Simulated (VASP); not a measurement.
**MoS2: relaxation of cell and atoms with RPBE+D4**

Crystal: MoS2.

```
Mo S
1.0
     3.16900    0.00000    0.00000
    -1.58450    2.74443    0.00000
     0.00000    0.00000   12.32400
Mo S
2 4
Cartesian
  1.5845 0.9148 9.2430
  0.0000 1.8296 3.0810
  1.5845 0.9148 4.6461
  0.0000 1.8296 10.8081
  1.5845 0.9148 1.5159
  0.0000 1.8296 7.6779
```

| Item | Value |
| --- | --- |
| Program | VASP 6.6.1 |
| Task | relaxation of cell and atoms |
| Functional | RPBE |
| Dispersion | D4 |
| Potentials or basis | VASP PAW PBE potentials, release 64 (Mo_sv, S) |
| Cutoff | 600 eV |
| k mesh | 10 × 10 × 3 |
| Occupations | fermi-dirac, width 0.05 eV |
| Spin | no spin polarisation |
| Dipole correction | no |
| Further INCAR settings | ALGO = Normal; EDIFF = 1e-06; IBRION = 2; EDIFFG = -0.01; NSW = 60; ISIF = 3 |

```json
{"Relaxed volume": "16.68 Å³/atom", "Relaxed cell": "a = 3.130 Å, b = 3.130 Å, c = 11.796 Å, α = 90.00°, β = 90.00°, γ = 120.00°", "Space group after relaxing (to 0.1 Å)": "P6_3/mmc (No. 194)", "Energy gained by relaxing": "12.7 meV/atom", "Ionic steps": "15", "Pressure after relaxing": "0.1 GPa", "Band gap on the k mesh": "0.73 eV (least direct gap 1.93 eV)", "Dispersion energy per atom": "-0.935 eV"}
```

Forces in eV/Å, atoms in the order of the input:
```
Mo   0.000  0.000  0.000
Mo   0.000  0.000  0.000
S    0.000  0.000 -0.003
S    0.000  0.000 -0.003
S    0.000  0.000  0.003
S    0.000  0.000  0.003
```

The path:
```
step  energy change (eV)  largest force (eV/Å)  pressure (GPa)  volume (Å³)
   1              0.0000                0.0730           -3.60       107.18
   2              0.0416                0.9510            6.10       101.08
   3             -0.0288                0.3071           -0.12       104.75
   4             -0.0410                0.1282           -0.16       103.88
   5             -0.0418                0.0887           -0.16       103.69
   6             -0.0510                0.0889           -0.13       103.10
   7             -0.0708                0.0862            0.09       101.33
   8             -0.0531                0.0430            1.16        97.77
   9             -0.0742                0.1132            0.42       100.48
  10             -0.0746                0.1097            0.49       100.18
  11             -0.0647                0.3297           -2.10       100.48
  12             -0.0759                0.0049           -0.19       100.26
  13             -0.0759                0.0102           -0.13       100.25
  14             -0.0761                0.0097            0.13       100.00
  15             -0.0762                0.0028            0.05       100.08
```

Final structure:
```yaml
crystal:
  lattice:
    - [3.13011, 0.00000, 0.00000]
    - [-1.56506, 2.71076, 0.00000]
    - [0.00000, 0.00000, 11.79552]
  atoms:
    - { symbol: Mo, position: [0.66667, 0.33333, 0.75000] }
    - { symbol: Mo, position: [0.33333, 0.66667, 0.25000] }
    - { symbol: S, position: [0.66667, 0.33333, 0.38293] }
    - { symbol: S, position: [0.33333, 0.66667, 0.88293] }
    - { symbol: S, position: [0.66667, 0.33333, 0.11707] }
    - { symbol: S, position: [0.33333, 0.66667, 0.61707] }
```

Levels at points of the mesh, in eV from the valence-band top:
```csv
k point,band 24,band 25,band 26,band 27,band 28,band 29
"(0.00, 0.00, 0.00)",-1.42,-0.98,0.00,2.04,2.04,2.09
"(0.50, 0.00, 0.00)",-1.61,-1.54,-1.41,1.61,1.68,1.96
```

Wall time 9.8 min on 1 thread of Intel(R) Xeon(R) 6975P-C (Granite Rapids) (shared host), peak memory 0.33 GiB.

Caveat: the PAW data sets were made with another functional, which shifts forces and pressure a little. A k mesh can miss the band edges.
